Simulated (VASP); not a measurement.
# PPt (P6_3mc) in VASP: further runs, part 2 of 2

VASP 6.6.1. The steps go on from the part before.

## 4. Single point, PBE

This run uses another cell than the first one, of 19.79 Å³/atom, 1.055 times its volume.

INCAR

```
  ALGO = Normal
  EDIFF = 1E-6
  ENCUT = 520
  GGA = PE
  ISIF = 2
  ISMEAR = -1
  LASPH = True
  LCHARG = False
  LREAL = False
  LWAVE = False
  NBANDS = 23
  NELM = 100
  PREC = Accurate
  SIGMA = 0.15
```

KPOINTS

```
k-points
0
Gamma
  7 7 4
```

POSCAR

```
PPt
1.0
    3.7760079196      0.0000000000      0.0000000000
   -1.8880039598      3.2701184452      0.0000000000
    0.0000000000      0.0000000000      6.4097259991
P Pt
2 2
Direct
    0.6666666667      0.3333333333      0.5031030000
    0.3333333333      0.6666666667      0.0031030000
    0.6666666667      0.3333333333      0.8718990000
    0.3333333333      0.6666666667      0.3718990000
```

Potentials or basis: VASP PAW PBE potentials, release 64 (P, Pt).

Run with:

```console
$ cat potpaw_PBE.64/P/POTCAR potpaw_PBE.64/Pt/POTCAR > POTCAR
$ mpirun -np 1 vasp_std > vasp.out
```

OUTCAR:

```text
EDIFF = 1E-6
   ENCUT = 520
   GGA = PE
   ISIF = 2
   ISMEAR = -1
   LASPH = True
   LREAL = False
   NELM = 100
   PREC = Accurate

 ion  position               nearest neighbor table
   1  0.667  0.333  0.503-   4 2.34   4 2.34   4 2.34   3 2.36
   2  0.333  0.667  0.003-   3 2.34   3 2.34   3 2.34   4 2.36
   3  0.667  0.333  0.872-   2 2.34   2 2.34   2 2.34   1 2.36
   4  0.333  0.667  0.372-   1 2.34   1 2.34   1 2.34   2 2.36

  LATTYP: Found a hexagonal cell.
 ALAT       =     3.7760079196
 C/A-ratio  =     1.6974874353

  Lattice vectors:

 A1 = (   3.7760079196,   0.0000000000,   0.0000000000)
 A2 = (  -1.8880039598,   3.2701184452,   0.0000000000)
 A3 = (   0.0000000000,   0.0000000000,   6.4097259991)

Analysis of symmetry for initial positions (statically):
=====================================================================
 Subroutine PRICEL returns:
 Original cell was already a primitive cell.

[... 169 lines left out ...]
  ---------------------------------------------------
  free energy    TOTEN  =       -24.34806959 eV

  energy without entropy =      -24.17554145  energy(sigma->0) =      -24.26180552

 E-fermi :   6.7661     XC(G=0): -10.5855

 val. band max:        6.6611233246   @ k =   0.2857   0.1429   0.5000
 cond. band min:       6.9321233682   @ k =   0.2857   0.0000   0.2500
 fundamental gap:      0.2710000437
 Fermi energy:         6.7660960899

 k-point     1 :       0.0000    0.0000    0.0000
  band No.  band energies     occupation
      1      -6.0149      2.00000
      2      -4.7610      2.00000
      3       0.8589      2.00000
      4       0.9192      2.00000
      5       1.0541      2.00000
      6       1.0541      2.00000
[... 613 lines left out ...]
     22      13.9122      0.00000
     23      14.6107      0.00000

------------------------ aborting loop because EDIFF is reached ----------------------------------------

  FORCE on cell =-STRESS in cart. coord.  units (eV):
  Direction    XX          YY          ZZ          XY          YZ          ZX
  --------------------------------------------------------------------------------------
  -------------------------------------------------------------------------------------
  Total       -1.5589044     -1.5589040     -1.2652066      0.0000000      0.0000000     -0.0000000
  in kB      -31.5568912    -31.5568847    -25.6115693      0.0000000      0.0000000     -0.0000000
  external PRESSURE =     -29.5751151 kB  Pullay stress =       0.0000000 kB

 VOLUME and BASIS-vectors are now :
 -----------------------------------------------------------------------------
  energy-cutoff  :      520.00
  volume of cell :       79.15
      direct lattice vectors                 reciprocal lattice vectors
     3.776007920  0.000000000  0.000000000     0.264829953  0.152899660  0.000000000
    -1.888003960  3.270118445  0.000000000     0.000000000  0.305799321  0.000000000
     0.000000000  0.000000000  6.409725999     0.000000000  0.000000000  0.156012909

 POSITION                                       TOTAL-FORCE (eV/Angst)
 -----------------------------------------------------------------------------------
      1.88800      1.09004      3.22475         0.000000     -0.000000      0.139248
     -0.00000      2.18008      0.01989         0.000000      0.000000      0.139248
      1.88800      1.09004      5.58863        -0.000000      0.000000     -0.139248
     -0.00000      2.18008      2.38377        -0.000000     -0.000000     -0.139248
 -----------------------------------------------------------------------------------
    total drift:                               -0.000000      0.000000      0.000052

  FREE ENERGIE OF THE ION-ELECTRON SYSTEM (eV)
  ---------------------------------------------------
  free  energy   TOTEN  =       -24.3480695879 eV

  energy  without entropy=      -24.1755414497  energy(sigma->0) =      -24.26180552
```

Wall time 22 s (1 thread of Intel Xeon Platinum 8488C (Sapphire Rapids), shared host); peak memory 0.2 GiB.

What came out:

```yaml
Free_energy: -24.3481 eV
Pressure: -3.0 GPa
Largest_force: 0.139 eV/Å
Band_gap_on_the_k_mesh: zero (band 15 reaches 9.40 eV, above the bottom of band 16 at 5.80 eV)
```

Forces on the atoms (eV/Å):
```
P    0.000  0.000  0.139
P    0.000  0.000  0.139
Pt   0.000  0.000 -0.139
Pt   0.000  0.000 -0.139
```

Caveat: spin-orbit coupling is left out, which moves the levels of the heavy elements.

## 5. Single point, PBE

This run uses another cell than the first one, of 20.30 Å³/atom, 1.082 times its volume.

INCAR

```
SYSTEM = PPt
ALGO = Normal
EDIFF = 1E-6
ENCUT = 520
GGA = PE
ISIF = 2
ISMEAR = -1
LASPH = .True.
LCHARG = .False.
LREAL = .False.
LWAVE = .False.
NBANDS = 23
NELM = 60
PREC = Accurate
SIGMA = 0.15
```

KPOINTS

```
k-points
0
Gamma
  7 7 4
  0 0 0
```

POSCAR

```
PPt
1.0
    3.8084215902      0.0000000000      0.0000000000
   -1.9042107951      3.2981895045      0.0000000000
    0.0000000000      0.0000000000      6.4647477976
P Pt
2 2
Direct
    0.6666666667      0.3333333333      0.5031030000
    0.3333333333      0.6666666667      0.0031030000
    0.6666666667      0.3333333333      0.8718990000
    0.3333333333      0.6666666667      0.3718990000
```

Run with:

```console
$ cat potpaw_PBE.64/P/POTCAR potpaw_PBE.64/Pt/POTCAR > POTCAR
$ mpirun -np 1 vasp_std > vasp.out
```

Run time: 22 s. Hardware: 1 thread of Intel Xeon Platinum 8488C (Sapphire Rapids), shared host; peak memory 0.2 GiB.

It converged, with:

```
Free energy            : -24.2921 eV
Pressure               : -5.8 GPa
Largest force          : 0.097 eV/Å
Band gap on the k mesh : zero (band 15 reaches 9.00 eV, above the bottom of band 16 at 5.51 eV)
```

Forces in eV/Å, atoms in the order of the input:
```
P    0.000  0.000  0.097
P    0.000  0.000  0.097
Pt   0.000  0.000 -0.097
Pt   0.000  0.000 -0.097
```

Stress tensor (GPa, compression positive):
```
-5.93  0.00  0.00
 0.00 -5.93  0.00
 0.00  0.00 -5.54
```

Levels at points of the mesh, in eV from the Fermi level:
| k point | band 12 | band 13 | band 14 | band 15 | band 16 | band 17 |
| --- | --- | --- | --- | --- | --- | --- |
| (0.00, 0.00, 0.00) | -3.14 | -2.90 | 1.73 | 1.73 | 2.93 | 3.38 |
| (0.00, 0.00, 0.50) | -3.36 | -0.19 | -0.19 | 2.56 | 2.56 | 2.56 |

Caveat: spin-orbit coupling is left out, which moves the levels of the heavy elements.

## 6. Single point, PBE

This run uses another cell than the first one, of 20.81 Å³/atom, 1.110 times its volume.

INCAR

```
SYSTEM = PPt
PREC = Accurate
ENCUT = 520
EDIFF = 1E-6
ISMEAR = -1
SIGMA = 0.15
LREAL = .False.
LASPH = .True.
NELM = 80
ALGO = Normal
ISIF = 2
LWAVE = .False.
LCHARG = .False.
GGA = PE
NBANDS = 23
```

KPOINTS

```
regular mesh
0
Gamma
  7 7 4
  0 0 0
```

POSCAR

```
PPt
1.0
    3.8402927086      0.0000000000      0.0000000000
   -1.9201463543      3.3257906999      0.0000000000
    0.0000000000      0.0000000000      6.5188486208
P Pt
2 2
Direct
    0.6666666667      0.3333333333      0.5031030000
    0.3333333333      0.6666666667      0.0031030000
    0.6666666667      0.3333333333      0.8718990000
    0.3333333333      0.6666666667      0.3718990000
```

Potentials or basis: VASP PAW PBE potentials, release 64 (P, Pt).

Run with:

```console
$ cat potpaw_PBE.64/P/POTCAR potpaw_PBE.64/Pt/POTCAR > POTCAR
$ mpirun -np 1 vasp_std > vasp.out
```

It took 27 s on 1 thread of Intel Xeon Platinum 8488C (Sapphire Rapids), shared host; peak memory 0.21 GiB.

The run converged. Its results:

```
Free energy            : -24.2025 eV
Pressure               : -8.2 GPa
Largest force          : 0.060 eV/Å
Band gap on the k mesh : zero (band 15 reaches 8.62 eV, above the bottom of band 16 at 5.24 eV)
```

Forces on the atoms (eV/Å):
```
P    0.000  0.000  0.060
P    0.000  0.000  0.060
Pt   0.000  0.000 -0.060
Pt   0.000  0.000 -0.060
```

Stress tensor (GPa, compression positive):
```
-8.30  0.00  0.00
 0.00 -8.30  0.00
 0.00  0.00 -8.09
```

Levels at points of the mesh, in eV from the Fermi level:
```csv
k point,band 11,band 12,band 13,band 14,band 15,band 16,band 17,band 18
"(0.00, 0.00, 0.00)",-3.04,-3.04,-2.82,1.69,1.69,2.82,3.28,3.68
"(0.00, 0.00, 0.50)",-3.25,-3.25,-0.20,-0.20,2.50,2.50,2.50,2.50
```

Caveat: spin-orbit coupling is left out, which moves the levels of the heavy elements.

## 7. Summary

| cell | gap on the mesh (eV) | pressure (GPa) | largest force (eV/Å) |
| --- | --- | --- | --- |
| a = 3.709, b = 3.709, c = 6.297 Å, angles 90.0, 90.0, 120.0°, 4 atoms | none | 4.3 | 0.24 |
| a = 3.743, b = 3.743, c = 6.354 Å, angles 90.0, 90.0, 120.0°, 4 atoms | none | 0.4 | 0.19 |
| a = 3.776, b = 3.776, c = 6.410 Å, angles 90.0, 90.0, 120.0°, 4 atoms | none | -3.0 | 0.14 |
| a = 3.808, b = 3.808, c = 6.465 Å, angles 90.0, 90.0, 120.0°, 4 atoms | none | -5.8 | 0.10 |
| a = 3.840, b = 3.840, c = 6.519 Å, angles 90.0, 90.0, 120.0°, 4 atoms | none | -8.2 | 0.06 |

Alike in all rows: task single point; level PBE; potentials or basis VASP PAW PBE potentials, release 64 (P, Pt); no spin polarisation; k mesh 7 × 7 × 4; cutoff (eV) 520; smearing fermi-dirac 0.15 eV.

Caveats: spin-orbit coupling is left out, which moves the levels of the heavy elements.

Total energies depend on the potentials used, so only differences within one code and one set of settings carry meaning.
